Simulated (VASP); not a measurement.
# ZnS (P6_3mc) in VASP: settings compared

ZnS is run at these levels: HF, B3LYP; tasks: single point.

Everything below comes from runs of VASP 6.6.1. Logs are shortened: lines on timing, memory, paths and dates and some standing lists are left out, and cuts for length are marked.

### Step 1. The cell of the first run

The structure is hexagonal, space group P6_3mc (No. 186). Conventional cell: a = 3.811 Å, b = 3.811 Å, c = 6.234 Å, α = 90.00°, β = 90.00°, γ = 120.00°. Within 3.1 Å of Zn (site symmetry 3m) lie 4 S at 2.31 to 2.40 Å. Within 3.1 Å of S (site symmetry 3m) lie 4 Zn at 2.31 to 2.40 Å.

### Step 2. Single point, HF

File POSCAR:

```
ZnS
1.0
    3.8110000000      0.0000000000      0.0000000000
   -1.9055000000      3.3004228138      0.0000000000
    0.0000000000      0.0000000000      6.2340000000
Zn S
2 2
Direct
    0.6666666667      0.3333333333      0.5000000000
    0.3333333333      0.6666666667      0.0000000000
    0.6666666667      0.3333333333      0.8850000000
    0.3333333333      0.6666666667      0.3850000000
```

File INCAR.step1:

```
SYSTEM = ZnS
  PREC = Accurate
  ENCUT = 520
  EDIFF = 1E-5
  ISMEAR = -1
  SIGMA = 0.05
  LREAL = .FALSE.
  LASPH = .TRUE.
  NELM = 80
  ALGO = Normal
  ISIF = 2
  LWAVE = .TRUE.
  LCHARG = .FALSE.
  GGA = PE
  NBANDS = 26
```

File INCAR.step2:

```
SYSTEM = ZnS
  PREC = Accurate
  ENCUT = 520
  EDIFF = 1E-7
  ISMEAR = -1
  SIGMA = 0.05
  LREAL = .FALSE.
  LASPH = .TRUE.
  NELM = 80
  ALGO = Normal
  ISIF = 2
  LWAVE = .FALSE.
  LCHARG = .FALSE.
  GGA = PE
  LHFCALC = .TRUE.
  AEXX = 1.0
  ALDAC = 0.0
  AGGAC = 0.0
  PRECFOCK = Normal
  ISTART = 1
  NBANDS = 26
```

File KPOINTS:

```
regular mesh
0
G
  4 4 3
  0 0 0
```

Potentials or basis: VASP PAW PBE potentials, release 64 (Zn, S).

Started as:

```bash
$ cat potpaw_PBE.64/Zn/POTCAR potpaw_PBE.64/S/POTCAR > POTCAR
$ cp INCAR.step1 INCAR
$ mpirun -np 1 vasp_std > vasp.out
$ cp INCAR.step2 INCAR
$ mpirun -np 1 vasp_std > vasp.out
```

OUTCAR:

```text
SYSTEM = ZnS
   PREC = Accurate
   ENCUT = 520
   EDIFF = 1E-7
   ISMEAR = -1
   LREAL = .FALSE.
   LASPH = .TRUE.
   NELM = 80
   ISIF = 2
   GGA = PE
   LHFCALC = .TRUE.
   AEXX = 1.0
   PRECFOCK = Normal
   ISTART = 1

 ion  position               nearest neighbor table
   1  0.667  0.333  0.500-   4 2.31   4 2.31   4 2.31   3 2.40
   2  0.333  0.667  0.000-   3 2.31   3 2.31   3 2.31   4 2.40
   3  0.667  0.333  0.885-   2 2.31   2 2.31   2 2.31   1 2.40
   4  0.333  0.667  0.385-   1 2.31   1 2.31   1 2.31   2 2.40

  LATTYP: Found a hexagonal cell.
 ALAT       =     3.8110000000
 C/A-ratio  =     1.6357911309

  Lattice vectors:

 A1 = (   3.8110000000,   0.0000000000,   0.0000000000)
 A2 = (  -1.9055000000,   3.3004228138,   0.0000000000)
 A3 = (   0.0000000000,   0.0000000000,   6.2340000000)

Analysis of symmetry for initial positions (statically):
=====================================================================
 Subroutine PRICEL returns:
 Original cell was already a primitive cell.

 Routine SETGRP: Setting up the symmetry group for a
 hexagonal supercell.

 Subroutine GETGRP returns: Found 12 space group operations
 (whereof  6 operations were pure point group operations)
 out of a pool of 24 trial point group operations.

The static configuration has the point symmetry C_3v.
 The point group associated with its full space group is C_6v.

Analysis of symmetry for dynamics (positions and initial velocities):
=====================================================================
 Subroutine PRICEL returns:
 Original cell was already a primitive cell.

 Routine SETGRP: Setting up the symmetry group for a
 hexagonal supercell.

 Subroutine GETGRP returns: Found 12 space group operations
 (whereof  6 operations were pure point group operations)
 out of a pool of 24 trial point group operations.

The dynamic configuration has the point symmetry C_3v.
 The point group associated with its full space group is C_6v.

 Subroutine INISYM returns: Found 12 space group operations
 (whereof  6 operations are pure point group operations),
 and found     1 'primitive' translations

----------------------------------------------------------------------------------------

                                     Primitive cell

  volume of cell :      78.4107

  direct lattice vectors                    reciprocal lattice vectors
     3.811000000  0.000000000  0.000000000     0.262398321  0.151495741  0.000000000
    -1.905500000  3.300422814  0.000000000     0.000000000  0.302991482  0.000000000
     0.000000000  0.000000000  6.234000000     0.000000000  0.000000000  0.160410651

  length of vectors
     3.811000000  3.811000000  6.234000000     0.302991482  0.302991482  0.160410651

  position of ions in fractional coordinates (direct lattice)
     0.666666667  0.333333333  0.500000000
     0.333333333  0.666666667  0.000000000
     0.666666667  0.333333333  0.885000000
     0.333333333  0.666666667  0.385000000

  ion indices of the primitive-cell ions
   primitive index   ion index
                 1           1
                 2           2
                 3           3
                 4           4

----------------------------------------------------------------------------------------

 KPOINTS: regular mesh

Automatic generation of k-mesh.
 Grid dimensions read from file:
 generate k-points for:    4    4    3

 Generating k-lattice:

  Cartesian coordinates                     Fractional coordinates (reciprocal lattice)
     0.065599580  0.037873935  0.000000000     0.250000000  0.000000000  0.000000000
     0.000000000  0.075747871  0.000000000     0.000000000  0.250000000  0.000000000
     0.000000000  0.000000000  0.053470217     0.000000000  0.000000000  0.333333333

  Length of vectors
     0.075747871  0.075747871  0.053470217

  Shift w.r.t. Gamma in fractional coordinates (k-lattice)
     0.000000000  0.000000000  0.000000000

 Subroutine IBZKPT returns following result:
 ===========================================

 Found      8 irreducible k-points:

 Following reciprocal coordinates:
            Coordinates               Weight
  0.000000  0.000000  0.000000      1.000000
  0.250000  0.000000  0.000000      6.000000
  0.500000  0.000000  0.000000      3.000000
  0.250000  0.250000  0.000000      6.000000
  0.000000  0.000000  0.333333      2.000000
  0.250000  0.000000  0.333333     12.000000
  0.500000  0.000000  0.333333      6.000000
  0.250000  0.250000  0.333333     12.000000
   k-points           NKPTS =      8   k-points in BZ     NKDIM =     48   number of bands    NBANDS=     26
   number of dos      NEDOS =    301   number of ions     NIONS =      4
   total plane-waves  NPLWV =  37632
   dimension x,y,z NGX =    28 NGY =   28 NGZ =   48
   dimension x,y,z NGXF=    56 NGYF=   56 NGZF=   96
   ions per type =               2   2
   NGX,Y,Z   is equivalent  to a cutoff of  12.21, 12.21, 12.80 a.u.
   NGXF,Y,Z  is equivalent  to a cutoff of  24.43, 24.43, 25.60 a.u.
 SYSTEM =  ZnS
   PREC   = accura    normal or accurate (medium, high low for compatibility)
   ISTART =      1    job   : 0-new  1-cont  2-samecut
   ICHARG =      0    charge: 1-file 2-atom 10-const
   ISPIN  =      1    spin polarized calculation?
   LNONCOLLINEAR =      F non collinear calculations
   LSORBIT =      F    spin-orbit coupling
   LASPH  =      T    aspherical Exc in radial PAW
   ENCUT  =  520.0 eV  38.22 Ry    6.18 a.u.   7.09  7.09 11.59*2*pi/ulx,y,z
   NELM   =     80;   NELMIN=  2; NELMDL=  0     # of ELM steps
   EDIFF  = 0.1E-06   stopping-criterion for ELM
   LREAL  =      F    real-space projection
   EDIFFG = 0.1E-05   stopping-criterion for IOM
   NSW    =      0    number of steps for IOM
   IBRION =     -1    ionic relax: 0-MD 1-quasi-New 2-CG
   NFREE  =      0    steps in history (QN), initial steepest desc. (CG)
   ISIF   =      2    stress and relaxation
   ISYM   =      3    0-nonsym 1-usesym 2-fastsym
   POTIM  = 0.5000    time-step for ionic-motion
   TEBEG  =    0.0;   TEEND  =   0.0 temperature during run
   PSTRESS=    0.0 pullay stress
   NELECT =      36.0000    total number of electrons
   NUPDOWN=      -1.0000    fix difference up-down
   EMIN   =  10.00;   EMAX   =-10.00  energy-range for DOS
   EFERMI =   0.00;   METHOD = LEGACY
   ISMEAR =    -1;   SIGMA  =   0.05  broadening in eV -4-tet -1-fermi 0-gaus
   EFERMI_NEDOS =   21; number of points for ismear=-14 and -15
   IALGO  =     38    algorithm
   IMIX   =      1    mixing-type and parameters
     AMIX     =   0.40;   BMIX     =  1.00
     AMIX_MAG =   1.60;   BMIX_MAG =  1.00
  volume/ion in A,a.u.               =      19.60       132.29
  Fermi-wavevector in a.u.,A,eV,Ry     =   1.262943  2.386617 21.701647  1.595026
  Thomas-Fermi vector in A             =   2.396326
   LORBIT       =      0    0 simple, 1 ext, 2 COOP (PROOUT), +10 PAW based schemes
   GGA     = PE    functional components
   LHFCALC =     T    Hartree Fock is set to
   PRECFOCK=normal    Normal, Fast or Accurate (Low or Medium for compatibility)
   ENCUT4O =  -1.0   cutoff for four orbital integrals eV
   NKREDX  =     1    reduce k-point grid by
   NKREDY  =     1    reduce k-point grid by
   NKREDZ  =     1    reduce k-point grid by
   AEXX    =    1.0000 exact exchange contribution
   HFSCREEN=    0.0000 screening length (either q_TF or 0.3 A-1)
   HFSCREENC=   0.0000 screening length for correlation (either q_TF or 0.3 A-1)
   ENCUTFOCK=  -1.0 apply spherical cutoff to Coloumb kernel
   IVDW    =     0    specifies the selected vdW correction
   LEPSILON=     F    determine dielectric tensor
   LRPA    =     F    only Hartree local field effects (RPA)
 non-spin polarized calculation
  energy-cutoff  :      520.00
  volume of cell :       78.41
 maximum number of plane-waves:      2128
  NGX = 24; NGY = 24; NGZ = 36

 number of electron      35.9999976 magnetization

 Free energy of the ion-electron system (eV)
  ---------------------------------------------------
  ext. energy  EPLUGINS =         0.00000000
  ---------------------------------------------------
  free energy    TOTEN  =       -27.35304149 eV

  energy without entropy =      -27.35304149  energy(sigma->0) =      -27.35304149

 E-fermi :   0.1156     XC(G=0):   0.0000

 val. band max:       -1.0062202248   @ k =   0.0000   0.0000   0.0000
 cond. band min:       9.3846731041   @ k =   0.0000   0.0000   0.0000
 fundamental gap:     10.3908933290
 Fermi energy:         0.1155671886

 k-point     1 :       0.0000    0.0000    0.0000
  band No.  band energies     occupation
      1     -18.9900      2.00000
      2     -17.9257      2.00000
      3     -13.8613      2.00000
      4     -13.8613      2.00000
      5     -13.8417      2.00000
      6     -13.8041      2.00000
[... 18 lines left out ...]
     25      15.2788      0.00000
     26      16.9762      0.00000

 k-point     2 :       0.2500    0.0000    0.0000
  band No.  band energies     occupation
      1     -18.5139      2.00000
      2     -17.7127      2.00000
      3     -13.8090      2.00000
      4     -13.8017      2.00000
      5     -13.7277      2.00000
      6     -13.7237      2.00000
[... 18 lines left out ...]
     25      16.0776      0.00000
     26      16.7105      0.00000

 k-point     3 :       0.5000    0.0000    0.0000
  band No.  band energies     occupation
      1     -17.9117      2.00000
      2     -17.5792      2.00000
      3     -13.7709      2.00000
      4     -13.7565      2.00000
      5     -13.6554      2.00000
      6     -13.6267      2.00000
[... 18 lines left out ...]
     25      16.3903      0.00000
     26      19.2206      0.00000

 k-point     4 :       0.2500    0.2500    0.0000
  band No.  band energies     occupation
      1     -17.9269      2.00000
      2     -17.5762      2.00000
      3     -13.7763      2.00000
      4     -13.7336      2.00000
      5     -13.6688      2.00000
      6     -13.6597      2.00000
[... 18 lines left out ...]
     25      16.0844      0.00000
     26      17.6616      0.00000

 k-point     5 :       0.0000    0.0000    0.3333
  band No.  band energies     occupation
      1     -18.7376      2.00000
      2     -18.2034      2.00000
      3     -13.8497      2.00000
      4     -13.8497      2.00000
      5     -13.8212      2.00000
      6     -13.8212      2.00000
[... 18 lines left out ...]
     25      14.5433      0.00000
     26      15.4226      0.00000

 k-point     6 :       0.2500    0.0000    0.3333
  band No.  band energies     occupation
      1     -18.3128      2.00000
      2     -17.9093      2.00000
      3     -13.7933      2.00000
      4     -13.7843      2.00000
      5     -13.7513      2.00000
      6     -13.7472      2.00000
[... 18 lines left out ...]
     25      15.9111      0.00000
     26      16.5269      0.00000

 k-point     7 :       0.5000    0.0000    0.3333
  band No.  band energies     occupation
      1     -17.8146      2.00000
      2     -17.6471      2.00000
      3     -13.7646      2.00000
      4     -13.7294      2.00000
      5     -13.7011      2.00000
      6     -13.6782      2.00000
[... 18 lines left out ...]
     25      18.0341      0.00000
     26      18.3005      0.00000

 k-point     8 :       0.2500    0.2500    0.3333
  band No.  band energies     occupation
      1     -17.8254      2.00000
      2     -17.6486      2.00000
      3     -13.7448      2.00000
      4     -13.7373      2.00000
      5     -13.7003      2.00000
      6     -13.6838      2.00000
[... 18 lines left out ...]
     25      15.8916      0.00000
     26      16.9567      0.00000

------------------------ aborting loop because EDIFF is reached ----------------------------------------

  FORCE on cell =-STRESS in cart. coord.  units (eV):
  Direction    XX          YY          ZZ          XY          YZ          ZX
  --------------------------------------------------------------------------------------
  -------------------------------------------------------------------------------------
  Total        4.9010279      4.9010279      3.3171810      0.0000000      0.0000000      0.0000000
  in kB      100.1434225    100.1434225     67.7804454      0.0000000      0.0000000      0.0000000
  external PRESSURE =      89.3557635 kB  Pullay stress =       0.0000000 kB

 VOLUME and BASIS-vectors are now :
 -----------------------------------------------------------------------------
  energy-cutoff  :      520.00
  volume of cell :       78.41
      direct lattice vectors                 reciprocal lattice vectors
     3.811000000  0.000000000  0.000000000     0.262398321  0.151495741  0.000000000
    -1.905500000  3.300422814  0.000000000     0.000000000  0.302991482  0.000000000
     0.000000000  0.000000000  6.234000000     0.000000000  0.000000000  0.160410651

 POSITION                                       TOTAL-FORCE (eV/Angst)
 -----------------------------------------------------------------------------------
      1.90550      1.10014      3.11700        -0.000000     -0.000000      0.383370
     -0.00000      2.20028      0.00000        -0.000000      0.000000      0.383370
      1.90550      1.10014      5.51709         0.000000     -0.000000     -0.383370
     -0.00000      2.20028      2.40009         0.000000      0.000000     -0.383370
 -----------------------------------------------------------------------------------
    total drift:                               -0.000000     -0.000001     -0.000078

  FREE ENERGIE OF THE ION-ELECTRON SYSTEM (eV)
  ---------------------------------------------------
  free  energy   TOTEN  =       -27.3530414917 eV

  energy  without entropy=      -27.3530414917  energy(sigma->0) =      -27.35304149
```

Run time: 73 min. Hardware: 1 thread of Intel Xeon Platinum 8375C at 2.90GHz (Ice Lake), shared host; peak memory 0.21 GiB.

Results:

```yaml
Free_energy: -27.3530 eV
Pressure: 8.9 GPa
Largest_force: 0.383 eV/Å
Band_gap_on_the_k_mesh: 10.39 eV
```

Forces on the atoms (eV/Å):
```
Zn   0.000  0.000  0.383
Zn   0.000  0.000  0.383
S    0.000  0.000 -0.383
S    0.000  0.000 -0.383
```

Levels at points of the mesh, in eV from the valence-band top:
```
           k point  band 15  band 16  band 17  band 18  band 19  band 20  band 21  band 22
(0.00, 0.00, 0.00)    -1.17    -0.11    -0.11     0.00    10.39    11.24    14.63    14.63
(0.50, 0.00, 0.00)    -3.92    -2.83    -1.91    -1.26    11.31    12.59    12.66    15.33
```

Caveat: the k points lie up to 0.48 Å⁻¹ apart; the PAW data sets were made with another functional, which shifts forces and pressure a little.

### Step 3. Single point, B3LYP

POSCAR is that of step 2.

File INCAR.step1:

```
ALGO     = Normal         # electronic algorithm
EDIFF    = 1E-5           # SCF threshold, eV
ENCUT    = 520            # plane-wave cutoff, eV
GGA      = PE             # functional
ISIF     = 2              # what is computed and relaxed
ISMEAR   = -1             # smearing method
LASPH    = True           # aspherical terms in the spheres
LCHARG   = False          # write CHGCAR
LREAL    = False          # projectors in reciprocal space
LWAVE    = True           # write WAVECAR
NBANDS   = 26             # bands
NELM     = 60             # most SCF steps
PREC     = Accurate       # precision mode
SIGMA    = 0.05           # smearing width, eV
```

File INCAR.step2:

```
AEXX     = 0.2            # exact-exchange fraction
AGGAC    = 0.81         
AGGAX    = 0.72         
ALDAC    = 0.19         
ALGO     = Normal         # electronic algorithm
EDIFF    = 1E-6           # SCF threshold, eV
ENCUT    = 520            # plane-wave cutoff, eV
GGA      = B3             # functional
ISIF     = 2              # what is computed and relaxed
ISMEAR   = -1             # smearing method
ISTART   = 1            
LASPH    = True           # aspherical terms in the spheres
LCHARG   = False          # write CHGCAR
LHFCALC  = True           # exact exchange
LREAL    = False          # projectors in reciprocal space
LWAVE    = False          # write WAVECAR
NBANDS   = 26             # bands
NELM     = 60             # most SCF steps
PREC     = Accurate       # precision mode
PRECFOCK = Normal       
SIGMA    = 0.05           # smearing width, eV
```

File KPOINTS:

```
k-points
0
Gamma
  4 4 3
```

Potentials or basis: VASP PAW PBE potentials, release 64 (Zn, S).

Started as:

```bash
$ cat potpaw_PBE.64/Zn/POTCAR potpaw_PBE.64/S/POTCAR > POTCAR
$ cp INCAR.step1 INCAR
$ mpirun -np 1 vasp_std > vasp.out
$ cp INCAR.step2 INCAR
$ mpirun -np 1 vasp_std > vasp.out
```

It took 27 min on 1 thread of Intel Xeon 8259CL, shared host; peak memory 0.21 GiB.

It converged, with:

```yaml
Free_energy: -15.1815 eV
Pressure: 4.6 GPa
Largest_force: 0.354 eV/Å
Band_gap_on_the_k_mesh: 3.78 eV
```

Forces in eV/Å, atoms in the order of the input:
```
Zn   0.000  0.000  0.354
Zn   0.000  0.000  0.354
S    0.000  0.000 -0.354
S    0.000  0.000 -0.354
```

Stress tensor (GPa, compression positive):
```
5.44 0.00 0.00
0.00 5.44 0.00
0.00 0.00 3.00
```

Levels at points of the mesh, in eV from the valence-band top:
```tsv
k point	band 15	band 16	band 17	band 18	band 19	band 20	band 21	band 22
(0.00, 0.00, 0.00)	-0.94	-0.05	-0.05	0.00	3.78	4.56	7.94	7.94
(0.50, 0.00, 0.00)	-3.32	-2.38	-1.63	-1.05	5.15	5.88	6.72	8.80
```

Caveat: the k points lie up to 0.48 Å⁻¹ apart; the PAW data sets were made with another functional, which shifts forces and pressure a little.
